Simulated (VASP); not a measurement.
# Ga (P6_3/mmc) in VASP: notebook

The runs below take Ga through relaxation of cell and atoms, with PBE.

All numbers are computed with VASP 6.6.1; they aren't measurements. Logs are shortened: lines on timing, memory, paths and dates and some standing lists are left out, and cuts for length are marked.

## (1) The cell of the first run

Symmetry: P6_3/mmc, No. 194, hexagonal system. The conventional cell has a = 3.003 Å, b = 3.003 Å, c = 4.865 Å, α = 90.00°, β = 90.00°, γ = 120.00°. Ga (site symmetry -6m2) has 12 Ga at 2.99 to 3.00 Å within 3.9 Å.

This isn't the form of Ga at room conditions, which is orthorhombic.

## (2) Relaxation of cell and atoms, PBE

Contents of INCAR:

```
  PREC = Accurate
  ENCUT = 600
  EDIFF = 1E-6
  ISMEAR = -1
  SIGMA = 0.05
  LREAL = False
  LASPH = True
  NELM = 60
  ALGO = Normal
  ISIF = 3
  LWAVE = False
  LCHARG = False
  GGA = PE
  IBRION = 2
  NSW = 60
  EDIFFG = -0.005
```

Contents of KPOINTS:

```
Automatic mesh
0
Gamma
  16 16 9
```

Contents of POSCAR:

```
Ga
1.0
    3.0031658500      0.0000000000      0.0000000000
   -1.5015829250      2.6008179178      0.0000000000
    0.0000000000      0.0000000000      4.8651286769
Ga
2
Direct
    0.3333333333      0.6666666667      0.2500000000
    0.6666666667      0.3333333333      0.7500000000
```

Potentials or basis: VASP PAW PBE potentials, release 64 (Ga_d).

Run with:

```
$ cat potpaw_PBE.64/Ga_d/POTCAR > POTCAR
$ mpirun -np 1 vasp_std > vasp.out
```

OUTCAR:

```text
PREC = Accurate
   ENCUT = 600
   EDIFF = 1E-6
   ISMEAR = -1
   LREAL = False
   LASPH = True
   NELM = 60
   ISIF = 3
   GGA = PE
   IBRION = 2
   NSW = 60
   EDIFFG = -0.005

 ion  position               nearest neighbor table
   1  0.333  0.667  0.250-
   2  0.667  0.333  0.750-

  LATTYP: Found a hexagonal cell.
 ALAT       =     3.0031658500
 C/A-ratio  =     1.6200000000

  Lattice vectors:

 A1 = (   3.0031658500,   0.0000000000,   0.0000000000)
 A2 = (  -1.5015829250,   2.6008179178,   0.0000000000)
 A3 = (   0.0000000000,   0.0000000000,   4.8651286769)

Analysis of symmetry for initial positions (statically):
=====================================================================
 Subroutine PRICEL returns:
 Original cell was already a primitive cell.

 Routine SETGRP: Setting up the symmetry group for a
 hexagonal supercell.

 Subroutine GETGRP returns: Found 24 space group operations
 (whereof 12 operations were pure point group operations)
 out of a pool of 24 trial point group operations.

The static configuration has the point symmetry D_3d.
 The point group associated with its full space group is D_6h.

Analysis of symmetry for dynamics (positions and initial velocities):
=====================================================================
 Subroutine PRICEL returns:
 Original cell was already a primitive cell.

 Routine SETGRP: Setting up the symmetry group for a
 hexagonal supercell.

 Subroutine GETGRP returns: Found 24 space group operations
 (whereof 12 operations were pure point group operations)
 out of a pool of 24 trial point group operations.

The dynamic configuration has the point symmetry D_3d.
 The point group associated with its full space group is D_6h.

 Subroutine INISYM returns: Found 24 space group operations
 (whereof 12 operations are pure point group operations),
 and found     1 'primitive' translations

----------------------------------------------------------------------------------------

                                     Primitive cell

  volume of cell :      38.0000

  direct lattice vectors                    reciprocal lattice vectors
     3.003165850  0.000000000  0.000000000     0.332981943  0.192247214  0.000000000
    -1.501582925  2.600817918  0.000000000     0.000000000  0.384494429  0.000000000
[... 107 lines left out ...]
  Fermi-wavevector in a.u.,A,eV,Ry     =   1.442574  2.726069 28.313990  2.081020
  Thomas-Fermi vector in A             =   2.561079
   LORBIT       =      0    0 simple, 1 ext, 2 COOP (PROOUT), +10 PAW based schemes
   GGA     = PE    functional components
   LHFCALC =     F    Hartree Fock is set to
   AEXX    =    0.0000 exact exchange contribution
   IVDW    =     0    specifies the selected vdW correction
   LEPSILON=     F    determine dielectric tensor
   LRPA    =     F    only Hartree local field effects (RPA)
 conjugate gradient relaxation of ions
 non-spin polarized calculation
  energy-cutoff  :      600.00
  volume of cell :       38.00
 maximum number of plane-waves:      1291
 NGX is ok and might be reduce to    24
   NGX = 11   NGY = 11   NGZ = 19

--------------------------------------- Ionic step        1  -------------------------------------------

 number of electron      26.0000002 magnetization

 Free energy of the ion-electron system (eV)
  ---------------------------------------------------
  ext. energy  EPLUGINS =         0.00000000
  ---------------------------------------------------
  free energy    TOTEN  =        -5.76471661 eV

  energy without entropy =       -5.75754430  energy(sigma->0) =       -5.76113046

------------------------ aborting loop because EDIFF is reached ----------------------------------------

  FORCE on cell =-STRESS in cart. coord.  units (eV):
  Direction    XX          YY          ZZ          XY          YZ          ZX
  --------------------------------------------------------------------------------------
  -------------------------------------------------------------------------------------
  Total       -0.0242308     -0.0242308      0.1888771     -0.0000000      0.0000000      0.0000000
  in kB       -1.0216321     -1.0216321      7.9635417     -0.0000000      0.0000000      0.0000000
  external PRESSURE =       1.9734258 kB  Pullay stress =       0.0000000 kB
[... 89 lines left out ...]
  FREE ENERGIE OF THE ION-ELECTRON SYSTEM (eV)
  ---------------------------------------------------
  free  energy   TOTEN  =        -5.7660112556 eV

  energy  without entropy=       -5.7597585455  energy(sigma->0) =       -5.76288490

[... ionic steps 4 to 7 ...]

--------------------------------------- Ionic step        8  -------------------------------------------

 number of electron      26.0000007 magnetization

------------------------ aborting loop because EDIFF is reached ----------------------------------------
[... 67 lines left out ...]
--------------------------------------- Ionic step       10  -------------------------------------------

 number of electron      26.0000007 magnetization

 Free energy of the ion-electron system (eV)
  ---------------------------------------------------
  ext. energy  EPLUGINS =         0.00000000
  ---------------------------------------------------
  free energy    TOTEN  =        -5.76635450 eV

  energy without entropy =       -5.76055208  energy(sigma->0) =       -5.76345329

 E-fermi :   5.4894     XC(G=0): -10.9734

 val. band max:        5.4837371157   @ k =   0.3750   0.1875   0.0000
 cond. band min:       5.4937973154   @ k =   0.3125   0.3125   0.4444
 fundamental gap:      0.0100601997
 Fermi energy:         5.4894239249

 k-point     1 :       0.0000    0.0000    0.0000
  band No.  band energies     occupation
      1      -9.4960      2.00000
      2      -9.4286      2.00000
      3      -9.4059      2.00000
      4      -9.4059      2.00000
      5      -9.3852      2.00000
      6      -9.3852      2.00000
[... 457 lines left out ...]
      4      -9.4044      2.00000
      5      -9.3457      2.00000
      6      -9.3251      2.00000
[... 9 lines left out ...]
     16      10.5904      0.00000
     17      11.8209      0.00000

 [... further k-points ...]

------------------------ aborting loop because EDIFF is reached ----------------------------------------

  FORCE on cell =-STRESS in cart. coord.  units (eV):
  Direction    XX          YY          ZZ          XY          YZ          ZX
  --------------------------------------------------------------------------------------
  -------------------------------------------------------------------------------------
  Total        0.0046588      0.0046588     -0.0013861      0.0000000     -0.0000000      0.0000000
  in kB        0.1959265      0.1959265     -0.0582929      0.0000000     -0.0000000      0.0000000
  external PRESSURE =       0.1111867 kB  Pullay stress =       0.0000000 kB
[... 17 lines left out ...]
  FREE ENERGIE OF THE ION-ELECTRON SYSTEM (eV)
  ---------------------------------------------------
  free  energy   TOTEN  =        -5.7663544971 eV

  energy  without entropy=       -5.7605520837  energy(sigma->0) =       -5.76345329

 reached required accuracy - stopping structural energy minimisation
```

It took 6.8 min on 1 thread of Intel Xeon 8259CL, shared host; peak memory 0.24 GiB.

What came out:

* Free energy: -5.7664 eV
* Relaxed volume: 19.05 Å³/atom
* Relaxed cell: a = 2.988 Å, b = 2.988 Å, c = 4.926 Å, α = 90.00°, β = 90.00°, γ = 120.00°
* Space group after relaxing (to 0.1 Å): P6_3/mmc (No. 194)
* Energy gained by relaxing: 0.8 meV/atom
* Ionic steps: 10
* Pressure after relaxing: 0.0 GPa
* Band gap on the k mesh: zero (bands 13 and 14 overlap by 6.04 eV)

Step by step:
```csv
step,energy change (eV),largest force (eV/Å),pressure (GPa),volume (Å³)
1,0.0000,0.0000,0.20,38.00
2,-0.0008,0.0000,-0.01,38.13
3,-0.0013,0.0000,-0.23,38.28
4,-0.0013,0.0000,-0.28,38.34
5,-0.0016,0.0000,-0.12,38.17
6,-0.0016,0.0000,-0.06,38.16
7,-0.0016,0.0000,-0.11,38.16
8,-0.0016,0.0000,0.15,38.08
9,-0.0016,0.0000,-0.05,38.10
10,-0.0016,0.0000,0.01,38.10
```

Final structure:
```
Ga
1.0
     2.98825    0.00000    0.00000
    -1.49412    2.58790    0.00000
     0.00000    0.00000    4.92641
Ga
2
Cartesian
  0.0000 1.7253 1.2316
  1.4941 0.8626 3.6948
```

Levels at points of the mesh, in eV from the Fermi level:
| k point | band 11 | band 12 | band 13 | band 14 | band 15 | band 16 |
| --- | --- | --- | --- | --- | --- | --- |
| (0.00, 0.00, 0.00) | -10.99 | -5.08 | -3.98 | 9.73 | 9.73 | 11.65 |
| (0.50, 0.00, 0.00) | -5.56 | -4.79 | 0.28 | 0.51 | 1.03 | 3.11 |

## (3) Relaxation of cell and atoms, PBE

Contents of INCAR:

```
SYSTEM = Ga
PREC = Accurate ; ENCUT = 600
EDIFF = 1E-6 ; ISMEAR = -1
SIGMA = 0.05 ; LREAL = .False.
LASPH = .True. ; NELM = 60
ALGO = Normal ; ISIF = 3
LWAVE = .False. ; LCHARG = .False.
GGA = PE ; IBRION = 2
NSW = 45 ; EDIFFG = -0.005
```

Contents of KPOINTS:

```
Automatic mesh
0
Gamma
  16 16 9
  0 0 0
```

Contents of POSCAR:

```
Ga
1.0
    2.9874227355      0.0000000000      0.0000000000
   -1.4937113678      2.5871839808      0.0000000000
    0.0000000000      0.0000000000      4.9255626940
Ga
2
Direct
    0.3333333333      0.6666666667      0.2500000000
    0.6666666667      0.3333333333      0.7500000000
```

Potentials or basis: VASP PAW PBE potentials, release 64 (Ga_d).

Run with:

```
$ cat potpaw_PBE.64/Ga_d/POTCAR > POTCAR
$ mpirun -np 1 vasp_std > vasp.out
```

Run time: 2 min. Hardware: 1 thread of Intel Xeon 8259CL, shared host; peak memory 0.23 GiB.

It converged, with:

- Free energy: -5.7664 eV
- Relaxed volume: 19.04 Å³/atom
- Relaxed cell: a = 2.988 Å, b = 2.988 Å, c = 4.926 Å, α = 90.00°, β = 90.00°, γ = 120.00°
- Space group after relaxing (to 0.1 Å): P6_3/mmc (No. 194)
- Energy gained by relaxing: 0.0 meV/atom
- Ionic steps: 3
- Pressure after relaxing: 0.0 GPa
- Band gap on the k mesh: zero (bands 13 and 14 overlap by 6.04 eV)

Final structure:
```
CELL_PARAMETERS angstrom
2.98788 0.00000 0.00000
-1.49394 2.58758 0.00000
0.00000 0.00000 4.92572
ATOMIC_POSITIONS crystal
Ga 0.33333 0.66667 0.25000
Ga 0.66667 0.33333 0.75000
```

Levels at points of the mesh, in eV from the Fermi level:
```
           k point  band 11  band 12  band 13  band 14  band 15  band 16
(0.00, 0.00, 0.00)   -11.00    -5.08    -3.98     9.73     9.73    11.65
(0.50, 0.00, 0.00)    -5.57    -4.79     0.28     0.51     1.03     3.11
```
